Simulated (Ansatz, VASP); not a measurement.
**Two plane-wave programs on Ge**

```xyz
2
Lattice="0.0000 2.8805 2.8805 2.8805 0.0000 2.8805 2.8805 2.8805 0.0000" Properties=species:S:1:pos:R:3 pbc="T T T"
Ge    0.0000    0.0000    0.0000
Ge    1.4403    1.4403    1.4403
```

Alike in both runs: functional PBE; k mesh 14 × 14 × 14; occupations gaussian, width 0.1 eV; no spin polarisation.

Ansatz relaxed the structure, and its values are those at the end. VASP's run is a single point on that final structure, the one shown.

```csv
,VASP,Ansatz
version,VASP 6.6.1,Ansatz 0.2.0
potentials or method,"VASP PAW PBE potentials, release 64 (Ge_d), cutoff 500 eV","scalar-relativistic, plane waves, PAW"
valence electrons in the cell,28,28
```

```csv
,VASP,Ansatz,Ansatz less VASP
gap on the k mesh at the Fermi level (eV),none,none,-
pressure (GPa),-0.1,0.0,+0.11
```

A gap of «none» marks a metal or a gap that the smearing closes. The functional is the same, so the differences come from potentials, cutoffs and numerics.
